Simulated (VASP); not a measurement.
# Hf2NO (R-3m) in VASP: a series of runs

Runs on Hf2NO. Level: PBE. Tasks: single point, relaxation of cell and atoms.

All numbers are computed with VASP 6.6.1; they aren't measurements. Logs are shortened: lines on timing, memory, paths and dates and some standing lists are left out, and cuts for length are marked.

## (1) The cell of the first run

It takes space group R-3m (No. 166, trigonal). The conventional cell has a = 3.178 Å, b = 3.178 Å, c = 16.449 Å, α = 90.00°, β = 90.00°, γ = 120.00°. Within 2.9 Å of Hf (site symmetry 3m) lie 3 N at 2.23 Å and 3 O at 2.35 Å. Within 2.9 Å of N (site symmetry -3m) lie 6 Hf at 2.23 Å. Within 3.3 Å of O (site symmetry -3m) lie 6 Hf at 2.35 Å and 6 O at 3.18 Å and 6 N at 3.30 Å.

The cell was generated, and may not be a known phase.

## (2) Single point, PBE

INCAR reads:

```
ALGO = Normal
EDIFF = 1E-6
ENCUT = 520
GGA = PE
ISIF = 2
ISMEAR = 0
LASPH = True
LCHARG = True
LELF = True
LREAL = False
LVHAR = True
LWAVE = False
NBANDS = 24
NELM = 100
PREC = Accurate
SIGMA = 0.1
```

KPOINTS reads:

```
k-points
0
Gamma
  6 6 6
```

POSCAR reads:

```
Hf2NO
1.0
    1.5891307024      0.9174850405      5.4830503307
   -1.5891307024      0.9174850405      5.4830503307
    0.0000000000     -1.8349700760      5.4830503316
Hf N O
2 1 1
Direct
    0.2562253645      0.2562253645      0.2562253645
    0.7437746355      0.7437746355      0.7437746355
    0.0000000000      0.0000000000      0.0000000000
    0.5000000000      0.5000000000      0.5000000000
```

Potentials or basis: VASP PAW PBE potentials, release 64 (Hf_pv, N, O).

Started as:

```bash
$ cat potpaw_PBE.64/Hf_pv/POTCAR potpaw_PBE.64/N/POTCAR potpaw_PBE.64/O/POTCAR > POTCAR
$ mpirun -np 1 vasp_std > vasp.out
```

OUTCAR:

```text
EDIFF = 1E-6
   ENCUT = 520
   GGA = PE
   ISIF = 2
   ISMEAR = 0
   LASPH = True
   LREAL = False
   NELM = 100
   PREC = Accurate

 ion  position               nearest neighbor table
   1  0.256  0.256  0.256-   3 2.23   3 2.23   3 2.23   4 2.35   4 2.35   4 2.35   2 3.13   2 3.13
                             2 3.13   2 3.47   2 3.47   2 3.47
   2  0.744  0.744  0.744-   3 2.23   3 2.23   3 2.23   4 2.35   4 2.35   4 2.35   1 3.13   1 3.13
                             1 3.13   1 3.47   1 3.47   1 3.47
   3  0.000  0.000  0.000-   2 2.23   2 2.23   1 2.23   1 2.23   2 2.23   1 2.23
   4  0.500  0.500  0.500-   1 2.35   1 2.35   2 2.35   2 2.35   1 2.35   2 2.35

  LATTYP: Found a trigonal (rhomboedric) cell.
 ALAT       =     5.7819508920
 COS(alpha) =     0.8489222755

  Lattice vectors:

 A1 = (   1.5891307024,   0.9174850405,   5.4830503307)
 A2 = (  -1.5891307024,   0.9174850405,   5.4830503307)
 A3 = (   0.0000000000,  -1.8349700760,   5.4830503316)

Analysis of symmetry for initial positions (statically):
=====================================================================
 Subroutine PRICEL returns:
 Original cell was already a primitive cell.

 Routine SETGRP: Setting up the symmetry group for a
 trigonal (rhombohedral) supercell.

 Subroutine GETGRP returns: Found 12 space group operations
 (whereof 12 operations were pure point group operations)
 out of a pool of 12 trial point group operations.

The static configuration has the point symmetry D_3d.

Analysis of symmetry for dynamics (positions and initial velocities):
=====================================================================
 Subroutine PRICEL returns:
 Original cell was already a primitive cell.

 Routine SETGRP: Setting up the symmetry group for a
 trigonal (rhombohedral) supercell.

 Subroutine GETGRP returns: Found 12 space group operations
 (whereof 12 operations were pure point group operations)
 out of a pool of 12 trial point group operations.

The dynamic configuration has the point symmetry D_3d.

 Subroutine INISYM returns: Found 12 space group operations
 (whereof 12 operations are pure point group operations),
 and found     1 'primitive' translations

----------------------------------------------------------------------------------------

                                     Primitive cell

  volume of cell :      47.9658

  direct lattice vectors                    reciprocal lattice vectors
     1.589130702  0.917485041  5.483050331     0.314637430  0.181656005  0.060793411
    -1.589130702  0.917485041  5.483050331    -0.314637430  0.181656005  0.060793411
     0.000000000 -1.834970076  5.483050332     0.000000000 -0.363312010  0.060793411

  length of vectors
     5.781950892  5.781950892  5.781950892     0.368363211  0.368363211  0.368363211

  position of ions in fractional coordinates (direct lattice)
     0.256225364  0.256225364  0.256225364
     0.743774636  0.743774636  0.743774636
     0.000000000  0.000000000  0.000000000
     0.500000000  0.500000000  0.500000000

  ion indices of the primitive-cell ions
   primitive index   ion index
                 1           1
                 2           2
                 3           3
                 4           4

----------------------------------------------------------------------------------------

 KPOINTS: k-points

Automatic generation of k-mesh.
 Grid dimensions read from file:
 generate k-points for:    6    6    6

 Generating k-lattice:

  Cartesian coordinates                     Fractional coordinates (reciprocal lattice)
     0.052439572  0.030276001  0.010132235     0.166666667  0.000000000  0.000000000
    -0.052439572  0.030276001  0.010132235     0.000000000  0.166666667  0.000000000
     0.000000000 -0.060552002  0.010132235    -0.000000000 -0.000000000  0.166666667

  Length of vectors
     0.061393869  0.061393869  0.061393869

  Shift w.r.t. Gamma in fractional coordinates (k-lattice)
     0.000000000  0.000000000  0.000000000

 Subroutine IBZKPT returns following result:
 ===========================================

 Found     32 irreducible k-points:

 Following reciprocal coordinates:
            Coordinates               Weight
  0.000000  0.000000  0.000000      1.000000
  0.166667 -0.000000  0.000000      6.000000
  0.333333 -0.000000  0.000000      6.000000
  0.500000 -0.000000  0.000000      3.000000
  0.166667  0.166667  0.000000      6.000000
  0.333333  0.166667  0.000000     12.000000
[... 16 lines left out ...]
  0.500000  0.500000  0.166667      6.000000
 -0.333333  0.500000  0.166667     12.000000
 [... further k-points ...]
   k-points           NKPTS =     32   k-points in BZ     NKDIM =     32   number of bands    NBANDS=     24
   number of dos      NEDOS =    301   number of ions     NIONS =      4
   total plane-waves  NPLWV = 110592
   dimension x,y,z NGX =    48 NGY =   48 NGZ =   48
   dimension x,y,z NGXF=    96 NGYF=   96 NGZF=   96
   ions per type =               2   1   1
   NGX,Y,Z   is equivalent  to a cutoff of  13.80, 13.80, 13.80 a.u.
   NGXF,Y,Z  is equivalent  to a cutoff of  27.60, 27.60, 27.60 a.u.
 SYSTEM =  unknown system
   PREC   = accura    normal or accurate (medium, high low for compatibility)
   ISTART =      0    job   : 0-new  1-cont  2-samecut
   ICHARG =      2    charge: 1-file 2-atom 10-const
   ISPIN  =      1    spin polarized calculation?
   LNONCOLLINEAR =      F non collinear calculations
   LSORBIT =      F    spin-orbit coupling
   LASPH  =      T    aspherical Exc in radial PAW
   ENCUT  =  520.0 eV  38.22 Ry    6.18 a.u.  10.75 10.75 10.75*2*pi/ulx,y,z
   NELM   =    100;   NELMIN=  2; NELMDL= -5     # of ELM steps
   EDIFF  = 0.1E-05   stopping-criterion for ELM
   LREAL  =      F    real-space projection
   EDIFFG = 0.1E-04   stopping-criterion for IOM
   NSW    =      0    number of steps for IOM
   IBRION =     -1    ionic relax: 0-MD 1-quasi-New 2-CG
   NFREE  =      0    steps in history (QN), initial steepest desc. (CG)
   ISIF   =      2    stress and relaxation
   ISYM   =      2    0-nonsym 1-usesym 2-fastsym
   POTIM  = 0.5000    time-step for ionic-motion
   TEBEG  =    0.0;   TEEND  =   0.0 temperature during run
   PSTRESS=    0.0 pullay stress
   NELECT =      31.0000    total number of electrons
   NUPDOWN=      -1.0000    fix difference up-down
   EMIN   =  10.00;   EMAX   =-10.00  energy-range for DOS
   EFERMI =   0.00;   METHOD = LEGACY
   ISMEAR =     0;   SIGMA  =   0.10  broadening in eV -4-tet -1-fermi 0-gaus
   EFERMI_NEDOS =   21; number of points for ismear=-14 and -15
   IALGO  =     38    algorithm
   IMIX   =      4    mixing-type and parameters
     AMIX     =   0.40;   BMIX     =  1.00
     AMIX_MAG =   1.60;   BMIX_MAG =  1.00
  volume/ion in A,a.u.               =      11.99        80.92
  Fermi-wavevector in a.u.,A,eV,Ry     =   1.415418  2.674752 27.258020  2.003408
  Thomas-Fermi vector in A             =   2.536859
   LORBIT       =      0    0 simple, 1 ext, 2 COOP (PROOUT), +10 PAW based schemes
   GGA     = PE    functional components
   LHFCALC =     F    Hartree Fock is set to
   AEXX    =    0.0000 exact exchange contribution
   IVDW    =     0    specifies the selected vdW correction
   LEPSILON=     F    determine dielectric tensor
   LRPA    =     F    only Hartree local field effects (RPA)
 non-spin polarized calculation
 Gauss-broadening in eV      SIGMA  =   0.10
  energy-cutoff  :      520.00
  volume of cell :       47.97
 maximum number of plane-waves:      1310
 NGX is ok and might be reduce to    48
   NGX = 21   NGY = 21   NGZ = 21

 number of electron      30.9999999 magnetization

 Free energy of the ion-electron system (eV)
  ---------------------------------------------------
  ext. energy  EPLUGINS =         0.00000000
  ---------------------------------------------------
  free energy    TOTEN  =       -40.89909442 eV

  energy without entropy =      -40.88790716  energy(sigma->0) =      -40.89350079

 E-fermi :   8.5069     XC(G=0): -12.4826

 val. band max:        8.4837810271   @ k =   0.3333   0.3333   0.3333
 cond. band min:       8.5278939787   @ k =  -0.3333   0.1667   0.1667
 fundamental gap:      0.0441129516
 Fermi energy:         8.5068763750

 k-point     1 :       0.0000    0.0000    0.0000
  band No.  band energies     occupation
      1     -24.0784      2.00000
      2     -23.2422      2.00000
      3     -23.2194      2.00000
      4     -23.2194      2.00000
      5     -23.1523      2.00000
      6     -23.1523      2.00000
[... 16 lines left out ...]
     23      11.2588      0.00000
     24      12.1487      0.00000

 k-point     2 :       0.1667   -0.0000    0.0000
  band No.  band energies     occupation
      1     -23.9855      2.00000
      2     -23.4102      2.00000
      3     -23.3553      2.00000
      4     -23.2638      2.00000
      5     -23.2480      2.00000
      6     -23.1880      2.00000
[... 16 lines left out ...]
     23      12.1962      0.00000
     24      13.4489      0.00000

 k-point     3 :       0.3333   -0.0000    0.0000
  band No.  band energies     occupation
      1     -23.8472      2.00000
      2     -23.7352      2.00000
      3     -23.6644      2.00000
      4     -23.3496      2.00000
      5     -23.3163      2.00000
      6     -23.2601      2.00000
[... 16 lines left out ...]
     23      13.1461      0.00000
     24      14.9191      0.00000
[... 514 lines left out ...]
 k-point    23 :       0.5000    0.5000    0.1667
  band No.  band energies     occupation
      1     -23.9215      2.00000
      2     -23.8239      2.00000
      3     -23.4846      2.00000
      4     -23.3824      2.00000
      5     -23.3235      2.00000
      6     -23.2265      2.00000
[... 16 lines left out ...]
     23      12.7654      0.00000
     24      14.1816      0.00000

 k-point    24 :      -0.3333    0.5000    0.1667
  band No.  band energies     occupation
      1     -23.9787      2.00000
      2     -23.8550      2.00000
      3     -23.5293      2.00000
      4     -23.4585      2.00000
      5     -23.3583      2.00000
      6     -23.3334      2.00000
[... 16 lines left out ...]
     23      14.0141      0.00000
     24      14.6159      0.00000

 [... further k-points ...]

------------------------ aborting loop because EDIFF is reached ----------------------------------------

  FORCE on cell =-STRESS in cart. coord.  units (eV):
  Direction    XX          YY          ZZ          XY          YZ          ZX
  --------------------------------------------------------------------------------------
  -------------------------------------------------------------------------------------
  Total       -0.7699180     -0.7699180     -0.8774567      0.0000000     -0.0000000      0.0000000
  in kB      -25.7171572    -25.7171572    -29.3092142      0.0000000     -0.0000000      0.0000000
  external PRESSURE =     -26.9145095 kB  Pullay stress =       0.0000000 kB

 VOLUME and BASIS-vectors are now :
 -----------------------------------------------------------------------------
  energy-cutoff  :      520.00
  volume of cell :       47.97
      direct lattice vectors                 reciprocal lattice vectors
     1.589130702  0.917485041  5.483050331     0.314637430  0.181656005  0.060793411
    -1.589130702  0.917485041  5.483050331    -0.314637430  0.181656005  0.060793411
     0.000000000 -1.834970076  5.483050332     0.000000000 -0.363312010  0.060793411

 POSITION                                       TOTAL-FORCE (eV/Angst)
 -----------------------------------------------------------------------------------
      0.00000      0.00000      4.21469         0.000000      0.000000      0.021173
      0.00000      0.00000     12.23446         0.000000     -0.000000     -0.021173
      0.00000      0.00000      0.00000         0.000000      0.000000      0.000000
      0.00000      0.00000      8.22458        -0.000000     -0.000000     -0.000000
 -----------------------------------------------------------------------------------
    total drift:                                0.000000      0.000000     -0.000000

  FREE ENERGIE OF THE ION-ELECTRON SYSTEM (eV)
  ---------------------------------------------------
  free  energy   TOTEN  =       -40.8990944241 eV

  energy  without entropy=      -40.8879071586  energy(sigma->0) =      -40.89350079
```

Wall time 54 s (1 thread of Intel Xeon 6975P-C (Granite Rapids), shared host); peak memory 0.35 GiB.

What came out:

| Quantity | Value |
| --- | --- |
| Free energy | -40.8991 eV |
| Pressure | -2.7 GPa |
| Largest force | 0.021 eV/Å |
| Band gap on the k mesh | zero (an odd number of electrons rules out a gap without spin polarisation) |

Forces on the atoms (eV/Å):
```
Hf   0.000  0.000  0.021
Hf   0.000  0.000 -0.021
N    0.000  0.000  0.000
O    0.000  0.000  0.000
```

Stress tensor (GPa, compression positive):
```
-2.57  0.00  0.00
 0.00 -2.57  0.00
 0.00  0.00 -2.93
```

Caveat: the k points lie up to 0.39 Å⁻¹ apart, too coarse for converged energies and pressures of a metal; spin-orbit coupling is left out, which moves the levels of the heavy elements; an odd number of electrons without spin polarisation forces a metal; a magnetic or distorted state may lie lower.

## (3) Single point, PBE

This run uses another cell than the first one, of 12.42 Å³/atom.

INCAR reads:

```
PREC = Accurate ; ENCUT = 520
EDIFF = 1E-6 ; ISMEAR = 0
SIGMA = 0.1 ; LREAL = False
LASPH = True ; NELM = 60
ALGO = Normal ; ISIF = 2
LWAVE = False ; LCHARG = False
GGA = PE ; NBANDS = 24
```

KPOINTS reads:

```
regular mesh
0
Gamma
  6 6 6
```

POSCAR reads:

```
Hf2NO
1.0
    1.6133818900      0.9314864700      5.5109107000
   -1.6133818900      0.9314864700      5.5109107000
    0.0000000000     -1.8629729300      5.5109107000
Hf N O
2 1 1
Direct
    0.2300000000      0.2300000000      0.2300000000
    0.7700000000      0.7700000000      0.7700000000
    0.0000000000      0.0000000000      0.0000000000
    0.5000000000      0.5000000000      0.5000000000
```

Potentials or basis: VASP PAW PBE potentials, release 64 (Hf_pv, N, O).

Started as:

```bash
$ cat potpaw_PBE.64/Hf_pv/POTCAR potpaw_PBE.64/N/POTCAR potpaw_PBE.64/O/POTCAR > POTCAR
$ mpirun -np 1 vasp_std > vasp.out
```

It took 52 s on 1 thread of Intel Xeon 6975P-C (Granite Rapids), shared host; peak memory 0.33 GiB.

The run converged. Its results:

```yaml
Free_energy: -38.0740 eV
Pressure: 5.5 GPa
Largest_force: 7.489 eV/Å
Band_gap_on_the_k_mesh: zero (an odd number of electrons rules out a gap without spin polarisation)
```

Forces on the atoms (eV/Å):
```
Hf   0.000  0.000  7.489
Hf   0.000  0.000 -7.489
N    0.000  0.000  0.000
O    0.000  0.000  0.000
```

Stress tensor (GPa, compression positive):
```
 15.98   0.00   0.00
  0.00  15.98   0.00
  0.00   0.00 -15.59
```

Levels at points of the mesh, in eV from the Fermi level:
```
           k point  band 11  band 12  band 13  band 14  band 15  band 16  band 17  band 18  band 19  band 20
(0.00, 0.00, 0.00)    -9.29    -3.50    -1.30    -1.30    -0.86    -0.83    -0.83     0.91     1.16     2.40
(0.50, 0.00, 0.00)    -8.21    -4.81    -4.41    -2.44    -2.24     0.38     2.12     2.38     3.57     4.40
(0.50, 0.50, 0.00)    -8.22    -4.54    -3.76    -3.54    -2.16     1.70     2.13     2.57     3.84     3.91
(0.50, 0.50, 0.50)    -9.26    -5.23    -1.84    -1.84    -0.49    -0.49    -0.22     1.30     2.52     3.16
```

Caveat: the k points lie up to 0.38 Å⁻¹ apart, too coarse for converged energies and pressures of a metal; spin-orbit coupling is left out, which moves the levels of the heavy elements; an odd number of electrons without spin polarisation forces a metal; a magnetic or distorted state may lie lower.

(Part 1 of 2 ends here.)

The gap in the log of VASP goes by the Fermi energy; the results here count the filled bands.